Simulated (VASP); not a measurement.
# ZrC (Fmm2) in VASP: a series of runs

ZrC is run at these levels: LDA; tasks: single point.

Program: VASP 6.6.1. These are calculated values, not measurements. Logs are shortened: lines on timing, memory, paths and dates and some standing lists are left out, and cuts for length are marked.

### 1 The cell of the first run

The structure is orthorhombic, space group Fmm2 (No. 42). Conventional cell: a = 4.533 Å, b = 4.858 Å, c = 4.533 Å, α = 90.00°, β = 90.00°, γ = 90.00°. Within 2.9 Å of Zr (site symmetry mm2) lie 6 C at 2.20 to 2.43 Å. C (site symmetry mm2) has 6 Zr at 2.20 to 2.43 Å within 2.9 Å.

### 2 Single point, LDA (mode 4 frozen in at -0.057 Å, strain +e along z and -e/2 along x and y +0.0467)

The input, INCAR:

```
SYSTEM = ZrC
PREC = Accurate
ENCUT = 520
EDIFF = 1E-7
ISMEAR = 0
SIGMA = 0.15
LREAL = .FALSE.
LASPH = .TRUE.
NELM = 80
ALGO = Normal
ISIF = 2
LWAVE = .FALSE.
LCHARG = .FALSE.
GGA = CA
NBANDS = 15
```

The input, KPOINTS:

```
Automatic mesh
0
G
  16 16 16
  0 0 0
```

The input, POSCAR:

```
ZrC
1.0
    0.0000000000      2.2665395978      2.4291066370
    2.2665395978      0.0000000000      2.4291066370
    2.2665395978      2.2665395978      0.0000000000
Zr C
1 1
Direct
    0.4983745445      0.5016254555      0.5016254555
    0.0123452608     -0.0123452608     -0.0123452608
```

Potentials or basis: VASP PAW LDA potentials, release 64 (Zr_sv, C).

Started as:

```sh
> cat potpaw_LDA.64/Zr_sv/POTCAR potpaw_LDA.64/C/POTCAR > POTCAR
> mpirun -np 1 vasp_std > vasp.out
```

OUTCAR:

```text
SYSTEM = ZrC
   PREC = Accurate
   ENCUT = 520
   EDIFF = 1E-7
   ISMEAR = 0
   LREAL = .FALSE.
   LASPH = .TRUE.
   NELM = 80
   ISIF = 2
   GGA = CA

 ion  position               nearest neighbor table
   1  0.498  0.502  0.502-   2 2.20   2 2.27   2 2.27   2 2.33   2 2.43   2 2.43
   2  0.012  0.988  0.988-   1 2.20   1 2.27   1 2.27   1 2.33   1 2.43   1 2.43

  LATTYP: Found a body centered tetragonal cell.
 ALAT       =     3.2053710389
 C/A-ratio  =     1.5156477098

  Lattice vectors:

 A1 = (  -2.2665395978,   0.0000000000,   2.4291066370)
 A2 = (   2.2665395978,   0.0000000000,   2.4291066370)
 A3 = (   0.0000000000,   2.2665395978,  -2.4291066370)

Analysis of symmetry for initial positions (statically):
=====================================================================
 Subroutine PRICEL returns:
 Original cell was already a primitive cell.

 Routine SETGRP: Setting up the symmetry group for a
 body centered tetragonal supercell.

 Subroutine GETGRP returns: Found  4 space group operations
 (whereof  4 operations were pure point group operations)
 out of a pool of 16 trial point group operations.

The static configuration has the point symmetry C_2v.

Analysis of symmetry for dynamics (positions and initial velocities):
=====================================================================
 Subroutine PRICEL returns:
 Original cell was already a primitive cell.

 Routine SETGRP: Setting up the symmetry group for a
 body centered tetragonal supercell.

 Subroutine GETGRP returns: Found  4 space group operations
 (whereof  4 operations were pure point group operations)
 out of a pool of 16 trial point group operations.

The dynamic configuration has the point symmetry C_2v.

 Subroutine INISYM returns: Found  4 space group operations
 (whereof  4 operations are pure point group operations),
 and found     1 'primitive' translations

----------------------------------------------------------------------------------------

                                     Primitive cell

  volume of cell :      24.9576

  direct lattice vectors                    reciprocal lattice vectors
     0.000000000  2.266539598  2.429106637    -0.220600602  0.220600602  0.205836991
     2.266539598  0.000000000  2.429106637     0.220600602 -0.220600602  0.205836991
     2.266539598  2.266539598  0.000000000     0.220600602  0.220600602 -0.205836991

  length of vectors
     3.322312568  3.322312568  3.205371039     0.373762114  0.373762114  0.373762114

  position of ions in fractional coordinates (direct lattice)
     0.498374545  0.501625455  0.501625455
     0.012345261  0.987654739  0.987654739

  ion indices of the primitive-cell ions
   primitive index   ion index
                 1           1
                 2           2

----------------------------------------------------------------------------------------

 KPOINTS: Automatic mesh

Automatic generation of k-mesh.
 Grid dimensions read from file:
 generate k-points for:   16   16   16

 Generating k-lattice:

  Cartesian coordinates                     Fractional coordinates (reciprocal lattice)
    -0.013787538  0.013787538  0.012864812     0.062500000  0.000000000  0.000000000
     0.013787538 -0.013787538  0.012864812     0.000000000  0.062500000  0.000000000
     0.013787538  0.013787538 -0.012864812     0.000000000  0.000000000  0.062500000

  Length of vectors
     0.023360132  0.023360132  0.023360132

  Shift w.r.t. Gamma in fractional coordinates (k-lattice)
     0.000000000  0.000000000  0.000000000

 Subroutine IBZKPT returns following result:
 ===========================================

 Found    621 irreducible k-points:

 Following reciprocal coordinates:
            Coordinates               Weight
  0.000000  0.000000  0.000000      1.000000
  0.062500  0.000000  0.000000      8.000000
  0.125000  0.000000  0.000000      8.000000
  0.187500  0.000000  0.000000      8.000000
  0.250000  0.000000  0.000000      8.000000
  0.312500  0.000000  0.000000      8.000000
[... 16 lines left out ...]
 -0.125000  0.062500  0.000000      8.000000
 -0.062500  0.062500  0.000000      4.000000
 [... further k-points ...]
   k-points           NKPTS =    621   k-points in BZ     NKDIM =    621   number of bands    NBANDS=     15
   number of dos      NEDOS =    301   number of ions     NIONS =      2
   total plane-waves  NPLWV =  18816
   dimension x,y,z NGX =    28 NGY =   28 NGZ =   24
   dimension x,y,z NGXF=    56 NGYF=   56 NGZF=   48
   ions per type =               1   1
   NGX,Y,Z   is equivalent  to a cutoff of  14.01, 14.01, 12.45 a.u.
   NGXF,Y,Z  is equivalent  to a cutoff of  28.02, 28.02, 24.90 a.u.
 SYSTEM =  ZrC
   PREC   = accura    normal or accurate (medium, high low for compatibility)
   ISTART =      0    job   : 0-new  1-cont  2-samecut
   ICHARG =      2    charge: 1-file 2-atom 10-const
   ISPIN  =      1    spin polarized calculation?
   LNONCOLLINEAR =      F non collinear calculations
   LSORBIT =      F    spin-orbit coupling
   LASPH  =      T    aspherical Exc in radial PAW
   ENCUT  =  520.0 eV  38.22 Ry    6.18 a.u.   6.18  6.18  5.96*2*pi/ulx,y,z
   NELM   =     80;   NELMIN=  2; NELMDL= -5     # of ELM steps
   EDIFF  = 0.1E-06   stopping-criterion for ELM
   LREAL  =      F    real-space projection
   EDIFFG = 0.1E-05   stopping-criterion for IOM
   NSW    =      0    number of steps for IOM
   IBRION =     -1    ionic relax: 0-MD 1-quasi-New 2-CG
   NFREE  =      0    steps in history (QN), initial steepest desc. (CG)
   ISIF   =      2    stress and relaxation
   ISYM   =      2    0-nonsym 1-usesym 2-fastsym
   POTIM  = 0.5000    time-step for ionic-motion
   TEBEG  =    0.0;   TEEND  =   0.0 temperature during run
   PSTRESS=    0.0 pullay stress
   NELECT =      16.0000    total number of electrons
   NUPDOWN=      -1.0000    fix difference up-down
   EMIN   =  10.00;   EMAX   =-10.00  energy-range for DOS
   EFERMI =   0.00;   METHOD = LEGACY
   ISMEAR =     0;   SIGMA  =   0.15  broadening in eV -4-tet -1-fermi 0-gaus
   EFERMI_NEDOS =   21; number of points for ismear=-14 and -15
   IALGO  =     38    algorithm
   IMIX   =      4    mixing-type and parameters
     AMIX     =   0.40;   BMIX     =  1.00
     AMIX_MAG =   1.60;   BMIX_MAG =  1.00
  volume/ion in A,a.u.               =      12.48        84.21
  Fermi-wavevector in a.u.,A,eV,Ry     =   1.411607  2.667550 27.111430  1.992634
  Thomas-Fermi vector in A             =   2.533441
   LORBIT       =      0    0 simple, 1 ext, 2 COOP (PROOUT), +10 PAW based schemes
   GGA     = CA    functional components
   LHFCALC =     F    Hartree Fock is set to
   AEXX    =    0.0000 exact exchange contribution
   IVDW    =     0    specifies the selected vdW correction
   LEPSILON=     F    determine dielectric tensor
   LRPA    =     F    only Hartree local field effects (RPA)
 non-spin polarized calculation
 Gauss-broadening in eV      SIGMA  =   0.15
  energy-cutoff  :      520.00
  volume of cell :       24.96
 maximum number of plane-waves:       684
 NGX is ok and might be reduce to    28
   NGX = 13   NGY = 13   NGZ = 11

 number of electron      16.0000000 magnetization

 Free energy of the ion-electron system (eV)
  ---------------------------------------------------
  ext. energy  EPLUGINS =         0.00000000
  ---------------------------------------------------
  free energy    TOTEN  =       -21.15910465 eV

  energy without entropy =      -21.15592406  energy(sigma->0) =      -21.15751436

 E-fermi :   9.9542     XC(G=0): -12.5412

 val. band max:        9.9452061767   @ k =   0.2500   0.2500   0.0000
 cond. band min:       9.9608529869   @ k =   0.0000  -0.0625  -0.0625
 fundamental gap:      0.0156468101
 Fermi energy:         9.9542170907

 k-point     1 :       0.0000    0.0000    0.0000
  band No.  band energies     occupation
      1     -37.7266      2.00000
      2     -15.6019      2.00000
      3     -15.5457      2.00000
      4     -15.5421      2.00000
      5      -1.3727      2.00000
      6      10.2546      0.00462
      7      10.4558      0.00000
      8      10.8689      0.00000
      9      11.2267      0.00000
     10      11.2578      0.00000
     11      11.3987      0.00000
     12      12.2060      0.00000
     13      13.3567      0.00000
     14      18.0742      0.00000
     15      20.4804      0.00000

 k-point     2 :       0.0625    0.0000    0.0000
  band No.  band energies     occupation
      1     -37.7219      2.00000
      2     -15.6221      2.00000
      3     -15.5718      2.00000
      4     -15.5452      2.00000
      5      -1.2751      2.00000
      6       9.8401      1.71799
      7       9.9931      0.71387
      8      10.5092      0.00000
      9      11.1487      0.00000
     10      11.3907      0.00000
     11      11.6670      0.00000
     12      12.7766      0.00000
     13      13.8858      0.00000
     14      18.2597      0.00000
     15      20.7410      0.00000

 k-point     3 :       0.1250    0.0000    0.0000
  band No.  band energies     occupation
      1     -37.7083      2.00000
      2     -15.7250      2.00000
      3     -15.6031      2.00000
      4     -15.5495      2.00000
      5      -0.9928      2.00000
      6       8.9603      2.00000
      7       9.2812      2.00000
      8       9.6953      1.98534
      9      11.3924      0.00000
     10      11.6484      0.00000
     11      12.0436      0.00000
     12      13.8280      0.00000
     13      14.9835      0.00000
     14      18.7433      0.00000
     15      21.4598      0.00000
[... 343 lines left out ...]
 k-point    23 :      -0.1250    0.0625    0.0000
  band No.  band energies     occupation
      1     -37.6966      2.00000
      2     -15.8055      2.00000
      3     -15.6465      2.00000
      4     -15.5390      2.00000
      5      -0.7392      2.00000
      6       8.4971      2.00000
      7       8.9850      2.00000
      8       9.0373      2.00000
      9      11.6026      0.00000
     10      11.9686      0.00000
     11      12.4277      0.00000
     12      13.5131      0.00000
     13      16.1886      0.00000
     14      19.2731      0.00000
     15      22.0162      0.00000

 k-point    24 :      -0.0625    0.0625    0.0000
  band No.  band energies     occupation
      1     -37.7133      2.00000
      2     -15.6618      2.00000
      3     -15.6243      2.00000
      4     -15.5400      2.00000
      5      -1.0916      2.00000
      6       9.3064      2.00000
      7       9.6314      1.99766
      8       9.8377      1.72809
      9      11.3538      0.00000
     10      11.5626      0.00000
     11      12.0937      0.00000
     12      12.7345      0.00000
     13      14.9350      0.00000
     14      18.6663      0.00000
     15      21.1943      0.00000

 [... further k-points ...]

------------------------ aborting loop because EDIFF is reached ----------------------------------------

  FORCE on cell =-STRESS in cart. coord.  units (eV):
  Direction    XX          YY          ZZ          XY          YZ          ZX
  --------------------------------------------------------------------------------------
  -------------------------------------------------------------------------------------
  Total        2.1253857      1.8771910     -2.2916833      0.0000000      0.0000000      0.0000000
  in kB      136.4410758    120.5079934   -147.1167057      0.0000000      0.0000000      0.0000000
  external PRESSURE =      36.6107878 kB  Pullay stress =       0.0000000 kB

 VOLUME and BASIS-vectors are now :
 -----------------------------------------------------------------------------
  energy-cutoff  :      520.00
  volume of cell :       24.96
      direct lattice vectors                 reciprocal lattice vectors
     0.000000000  2.266539598  2.429106637    -0.220600602  0.220600602  0.205836991
     2.266539598  0.000000000  2.429106637     0.220600602 -0.220600602  0.205836991
     2.266539598  2.266539598  0.000000000     0.220600602  0.220600602 -0.205836991

 POSITION                                       TOTAL-FORCE (eV/Angst)
 -----------------------------------------------------------------------------------
      2.27391      2.26654      2.42911        -0.668431      0.000000      0.000000
      4.47712      2.26654      2.42911         0.668431      0.000000      0.000000
 -----------------------------------------------------------------------------------
    total drift:                                0.000011      0.000001      0.000002

  FREE ENERGIE OF THE ION-ELECTRON SYSTEM (eV)
  ---------------------------------------------------
  free  energy   TOTEN  =       -21.1591046521 eV

  energy  without entropy=      -21.1559240601  energy(sigma->0) =      -21.15751436
```

Wall time 98 s (1 thread of Intel Xeon 6975P-C (Granite Rapids), shared host); peak memory 0.32 GiB.

Results:

| Quantity | Value |
| --- | --- |
| Free energy | -21.1591 eV |
| Pressure | 3.7 GPa |
| Largest force | 0.668 eV/Å |
| Band gap on the k mesh | zero (band 8 reaches 10.87 eV, above the bottom of band 9 at 9.44 eV) |

Forces on the atoms (eV/Å):
```
Zr  -0.668  0.000  0.000
C    0.668  0.000  0.000
```

Stress tensor (GPa, compression positive):
```
 13.64   0.00   0.00
  0.00  12.05   0.00
  0.00   0.00 -14.71
```

Levels at points of the mesh, in eV from the Fermi level:
```csv
k point,band 4,band 5,band 6,band 7,band 8,band 9,band 10,band 11,band 12,band 13
"(0.00, 0.00, 0.00)",-25.50,-11.33,0.30,0.50,0.91,1.27,1.30,1.44,2.25,3.40
"(0.50, 0.00, 0.00)",-25.54,-7.95,-5.50,-3.22,-3.08,4.43,4.88,5.59,6.63,9.63
"(0.50, 0.50, 0.00)",-25.76,-10.21,-2.48,-1.98,0.31,0.43,4.66,5.83,5.83,8.02
"(0.50, 0.00, 0.50)",-25.84,-10.20,-2.08,-1.70,-0.11,0.16,4.53,5.43,6.30,8.89
"(0.00, 0.50, 0.50)",-25.85,-10.20,-2.00,-1.68,-0.20,0.16,4.50,5.43,6.30,8.78
```

Caveat: the cell differs from its parent crystal (mode 4 frozen in at -0.057 Å, strain +e along z and -e/2 along x and y +0.0467).

### 3 Single point, LDA (mode 4 frozen in at -0.057 Å, strain +e along z and -e/2 along x and y -0.0233)

The input, INCAR:

```
PREC = Accurate
ENCUT = 520
EDIFF = 1E-7
ISMEAR = 0
SIGMA = 0.15
LREAL = F
LASPH = T
NELM = 60
ALGO = Normal
ISIF = 2
LWAVE = F
LCHARG = F
NBANDS = 15
```

The input, KPOINTS:

```
regular mesh
0
Gamma
  16 16 16
```

The input, POSCAR:

```
ZrC
1.0
    0.0000000000      2.3477650992      2.2666556343
    2.3477650992      0.0000000000      2.2666556343
    2.3477650992      2.3477650992      0.0000000000
Zr C
1 1
Direct
    0.4983745445      0.5016254555      0.5016254555
    0.0123452608     -0.0123452608     -0.0123452608
```

Potentials or basis: VASP PAW LDA potentials, release 64 (Zr_sv, C).

Started as:

```sh
> cat potpaw_LDA.64/Zr_sv/POTCAR potpaw_LDA.64/C/POTCAR > POTCAR
> mpirun -np 1 vasp_std > vasp.out
```

Wall time 67 s (1 thread of Intel Xeon 6975P-C (Granite Rapids), shared host); peak memory 0.32 GiB.

Results (log left out):

```
Free energy            : -21.2379 eV
Pressure               : 1.6 GPa
Largest force          : 0.423 eV/Å
Band gap on the k mesh : zero (band 8 reaches 10.65 eV, above the bottom of band 9 at 9.55 eV)
```

Forces in eV/Å, atoms in the order of the input:
```
Zr  -0.423  0.000  0.000
C    0.423  0.000  0.000
```

Stress tensor (GPa, compression positive):
```
-2.62  0.00  0.00
 0.00 -3.79  0.00
 0.00  0.00 11.30
```

Levels at points of the mesh, in eV from the Fermi level:
| k point | band 5 | band 6 | band 7 | band 8 | band 9 | band 10 | band 11 | band 12 |
| --- | --- | --- | --- | --- | --- | --- | --- | --- |
| (0.00, 0.00, 0.00) | -11.30 | 0.57 | 0.64 | 0.73 | 0.91 | 1.43 | 1.50 | 2.78 |
| (0.50, 0.00, 0.00) | -7.96 | -5.47 | -3.12 | -3.07 | 4.51 | 4.78 | 5.53 | 6.67 |
| (0.50, 0.50, 0.00) | -10.16 | -2.09 | -1.69 | -0.04 | 0.06 | 4.68 | 5.88 | 5.88 |
| (0.50, 0.00, 0.50) | -10.16 | -2.11 | -2.01 | 0.05 | 0.37 | 4.61 | 5.69 | 6.06 |
| (0.00, 0.50, 0.50) | -10.16 | -2.09 | -1.93 | 0.06 | 0.27 | 4.58 | 5.69 | 6.06 |

Caveat: the cell differs from its parent crystal (mode 4 frozen in at -0.057 Å, strain +e along z and -e/2 along x and y -0.0233).

(Continued in part 2 of 2.)
